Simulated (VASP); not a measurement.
# Ta (I4/mmm) in VASP: further runs, part 2 of 2

VASP 6.6.1. The steps go on from the part before.

### Step 4. Single point, PBEsol (16.95 Å³/atom)

This run uses another cell than the first one, of 16.95 Å³/atom.

Contents of INCAR:

```
PREC = Accurate
ENCUT = 520
EDIFF = 1E-6
ISMEAR = 0
SIGMA = 0.15
LREAL = False
LASPH = True
NELM = 80
ALGO = Fast
ISIF = 2
LWAVE = False
LCHARG = False
GGA = PS
NBANDS = 12
```

Contents of KPOINTS:

```
Automatic mesh
0
Gamma
  22 22 22
```

Contents of POSCAR:

```
Ta
1.0
   -1.5394237585      1.5394237585      1.7875788683
    1.5394237585     -1.5394237585      1.7875788683
    1.5394237585      1.5394237585     -1.7875788683
Ta
1
Direct
    0.0000000000      0.0000000000      0.0000000000
```

Potentials or basis: VASP PAW PBE potentials, release 64 (Ta_pv).

Run with:

```
$ cat potpaw_PBE.64/Ta_pv/POTCAR > POTCAR
$ mpirun -np 1 vasp_std > vasp.out
```

OUTCAR:

```text
PREC = Accurate
   ENCUT = 520
   EDIFF = 1E-6
   ISMEAR = 0
   LREAL = False
   LASPH = True
   NELM = 80
   ISIF = 2
   GGA = PS

 ion  position               nearest neighbor table
   1  0.000  0.000  0.000-

  LATTYP: Found a body centered tetragonal cell.
 ALAT       =     3.0788475170
 C/A-ratio  =     1.1612000000

  Lattice vectors:

 A1 = (  -1.5394237585,   1.5394237585,   1.7875788683)
 A2 = (   1.5394237585,  -1.5394237585,   1.7875788683)
 A3 = (   1.5394237585,   1.5394237585,  -1.7875788683)

Analysis of symmetry for initial positions (statically):
=====================================================================
 Subroutine PRICEL returns:
 Original cell was already a primitive cell.

 Routine SETGRP: Setting up the symmetry group for a
 body centered tetragonal supercell.

 Subroutine GETGRP returns: Found 16 space group operations
 (whereof 16 operations were pure point group operations)
 out of a pool of 16 trial point group operations.

The static configuration has the point symmetry D_4h.

Analysis of symmetry for dynamics (positions and initial velocities):
=====================================================================
[... 171 lines left out ...]
      5       6.1719      0.02890
      6       6.1719      0.02890
      7       7.9941      0.00000
      8       8.5574      0.00000
      9      10.9535      0.00000
     10      19.6996      0.00000
     11      22.3066      0.00000
     12      22.3066      0.00000
[... 331 lines left out ...]
 k-point    24 :      -0.4545    0.0455   -0.0000
  band No.  band energies     occupation
      1     -28.3414      2.00000
      2     -27.3094      2.00000
      3     -26.9930      2.00000
      4       1.2243      2.00000
      5       4.9611      2.00000
      6       6.8248      0.00000
      7       8.4527      0.00000
      8      11.5754      0.00000
      9      13.2890      0.00000
     10      18.1585      0.00000
     11      19.0645      0.00000
     12      20.7208      0.00000

 [... further k-points ...]

------------------------ aborting loop because EDIFF is reached ----------------------------------------

  FORCE on cell =-STRESS in cart. coord.  units (eV):
  Direction    XX          YY          ZZ          XY          YZ          ZX
  --------------------------------------------------------------------------------------
  -------------------------------------------------------------------------------------
  Total        1.8713376      1.8713376      0.0464197      0.0000000     -0.0000000      0.0000000
  in kB      176.9380143    176.9380143      4.3890580      0.0000000     -0.0000000      0.0000000
  external PRESSURE =     119.4216956 kB  Pullay stress =       0.0000000 kB

 VOLUME and BASIS-vectors are now :
 -----------------------------------------------------------------------------
  energy-cutoff  :      520.00
  volume of cell :       16.95
      direct lattice vectors                 reciprocal lattice vectors
    -1.539423758  1.539423758  1.787578868     0.000000000  0.324796858  0.279707938
     1.539423758 -1.539423758  1.787578868     0.324796858  0.000000000  0.279707938
     1.539423758  1.539423758 -1.787578868     0.324796858  0.324796858  0.000000000

 POSITION                                       TOTAL-FORCE (eV/Angst)
 -----------------------------------------------------------------------------------
      0.00000      0.00000      0.00000         0.000000      0.000000      0.000000
 -----------------------------------------------------------------------------------
    total drift:                               -0.000000      0.000000     -0.000000

  FREE ENERGIE OF THE ION-ELECTRON SYSTEM (eV)
  ---------------------------------------------------
  free  energy   TOTEN  =       -12.4382805196 eV

  energy  without entropy=      -12.4243878103  energy(sigma->0) =      -12.43133416
```

stdout:

```text
POSCAR found type information on POSCAR Ta
 POSCAR found :  1 types and       1 ions
 scaLAPACK will be used
 -----------------------------------------------------------------------------
|                                                                             |
|                                                                             |
|     You enforced a specific xc type in the INCAR file but a different       |
|     I HOPE YOU KNOW WHAT YOU ARE DOING!                                     |
|                                                                             |
 -----------------------------------------------------------------------------

 LDA part: xc-table for (Slater+PW92), standard interpolation
 POSCAR, INCAR and KPOINTS ok, starting setup
 FFT: planning ... GRIDC
 FFT: planning ... GRID_SOFT
 FFT: planning ... GRID
 WAVECAR not read
 entering main loop
```

It took 1.9 min on 1 thread of Intel Xeon 8259CL, shared host; peak memory 0.28 GiB.

What came out:

```yaml
Free_energy: -12.4383 eV
Pressure: 11.9 GPa
Band_gap_on_the_k_mesh: zero (an odd number of electrons rules out a gap without spin polarisation)
```

Stress tensor (GPa, compression positive):
```
17.69  0.00  0.00
 0.00 17.69  0.00
 0.00  0.00  0.44
```

Caveat: the stress differs along the axes, from 0 to 18 GPa; the PAW data sets were made with another functional, which shifts forces and pressure a little; spin-orbit coupling is left out, which moves the levels of the heavy elements.

### Step 5. Single point, PBEsol (16.94 Å³/atom)

This run uses another cell than the first one, of 16.94 Å³/atom.

Contents of INCAR:

```
SYSTEM = Ta
ALGO = Fast
EDIFF = 1E-7
ENCUT = 520
GGA = PS
ISIF = 2
ISMEAR = 0
LASPH = .TRUE.
LCHARG = .FALSE.
LREAL = .FALSE.
LWAVE = .FALSE.
NBANDS = 12
NELM = 60
PREC = Accurate
SIGMA = 0.15
```

Contents of KPOINTS:

```
k-points
0
G
  22 22 22
  0 0 0
```

Contents of POSCAR:

```
Ta
1.0
   -1.4646064621      1.4646064621      1.9748753535
    1.4646064621     -1.4646064621      1.9748753535
    1.4646064621      1.4646064621     -1.9748753535
Ta
1
Direct
    0.0000000000      0.0000000000      0.0000000000
```

Run with:

```
$ cat potpaw_PBE.64/Ta_pv/POTCAR > POTCAR
$ mpirun -np 1 vasp_std > vasp.out
```

Run time: 2.1 min. Hardware: 1 thread of Intel Xeon 8259CL, shared host; peak memory 0.29 GiB.

The run converged. Its results:

```
Free energy            : -12.2480 eV
Pressure               : 16.2 GPa
Band gap on the k mesh : zero (an odd number of electrons rules out a gap without spin polarisation)
```

Stress tensor (GPa, compression positive):
```
19.88  0.00  0.00
 0.00 19.88  0.00
 0.00  0.00  8.83
```

Levels at points of the mesh, in eV from the Fermi level:
| k point | band 2 | band 3 | band 4 | band 5 | band 6 | band 7 | band 8 | band 9 |
| --- | --- | --- | --- | --- | --- | --- | --- | --- |
| (0.00, 0.00, 0.00) | -33.18 | -33.18 | -8.56 | 0.20 | 0.20 | 0.86 | 3.34 | 4.28 |
| (0.50, 0.00, 0.00) | -33.41 | -33.32 | -5.06 | -0.26 | 0.51 | 1.12 | 6.31 | 6.80 |
| (0.50, 0.50, 0.00) | -33.72 | -33.59 | -5.02 | -3.81 | 3.27 | 6.49 | 6.99 | 7.72 |
| (0.50, 0.50, 0.50) | -33.76 | -33.76 | -4.98 | -3.97 | 4.22 | 6.51 | 7.38 | 7.38 |

Caveat: the stress differs along the axes, from 9 to 20 GPa; the PAW data sets were made with another functional, which shifts forces and pressure a little; spin-orbit coupling is left out, which moves the levels of the heavy elements.

### Step 6. Overview

```tsv
cell	further INCAR settings	gap on the mesh (eV)	pressure (GPa)
a = 2.766 Å, angles 107.5, 107.5, 113.5°, 1 atom	ALGO = Fast; EDIFF = 1e-07; NBANDS = 12	none	21.3
a = 2.767 Å, angles 111.6, 111.6, 105.4°, 1 atom	ALGO = Fast; EDIFF = 1e-06; NBANDS = 12	none	21.5
a = 2.817 Å, angles 113.7, 113.7, 101.2°, 1 atom	ALGO = Fast; EDIFF = 1e-06; NBANDS = 12	none	11.9
a = 2.862 Å, angles 118.4, 118.4, 92.7°, 1 atom	ALGO = Fast; EDIFF = 1e-07; NBANDS = 12	none	16.2
```

Alike in all rows: task single point; level PBEsol; potentials or basis VASP PAW PBE potentials, release 64 (Ta_pv); no spin polarisation; k mesh 22 × 22 × 22; cutoff (eV) 520; smearing gaussian 0.15 eV.

Caveats: the PAW data sets were made with another functional, which shifts forces and pressure a little; spin-orbit coupling is left out, which moves the levels of the heavy elements; the stress differs along the axes, from 18 to 27 GPa (at least some runs); the stress differs along the axes, from 14 to 25 GPa (at least some runs); the stress differs along the axes, from 0 to 18 GPa (at least some runs); the stress differs along the axes, from 9 to 20 GPa (at least some runs).

Total energies depend on the potentials used, so only differences within one code and one set of settings carry meaning.
